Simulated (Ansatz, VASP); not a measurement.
MgO in VASP and in Ansatz

```
CELL_PARAMETERS angstrom
-3.45178 0.00000 0.00000
-1.72589 -2.98933 0.00000
-0.38353 -0.66430 12.41895
ATOMIC_POSITIONS crystal
Mg 0.66667 0.64814 0.08335
Mg 0.66667 0.57407 0.41668
Mg 0.66667 0.50000 0.75002
Mg 0.33333 0.12963 0.91668
Mg 0.33333 0.27777 0.25002
Mg 0.33333 0.20370 0.58335
O 0.66667 0.46296 0.91668
O 0.66667 0.61111 0.25002
O 0.66667 0.53703 0.58335
O 0.33333 0.31481 0.08335
O 0.33333 0.24074 0.41668
O 0.33333 0.16666 0.75002
```

Alike in both runs: task single point; functional LDA; k mesh 8 × 8 × 2; occupations gaussian, width 0.05 eV; no spin polarisation.

```csv
,VASP,Ansatz
version,VASP 6.6.1,Ansatz 0.2.0
potentials or method,"VASP PAW LDA potentials, release 64 (Mg, O), cutoff 520 eV","scalar-relativistic, plane waves, PAW"
valence electrons in the cell,48,96
```

Ansatz gave:

* gap on the k mesh at the Fermi level (eV): 3.09
* least direct gap on the mesh (eV): 3.09
* pressure (GPa): 0.1
* traceless stress, the component that is largest in VASP (GPa): 5.29
* rms of the force components (eV/Å): 0.453

Task: Which values does VASP return?

Result: gap on the k mesh at the Fermi level (eV): 3.08; least direct gap on the mesh (eV): 3.08; pressure (GPa): -1.6; traceless stress, the component that is largest in VASP (GPa): 5.35; rms of the force components (eV/Å): 0.461.

Ansatz warns that its potentials were made for another functional, while VASP's fit it. LDA's correlation is that of Perdew and Zunger in VASP and of Perdew and Wang (1992) in Ansatz. Atom by atom the forces differ by 0.009 eV/Å (rms over components). VASP's potentials hold 48 valence electrons a cell and Ansatz's 96, so a difference there can come from the potentials and not from the codes.
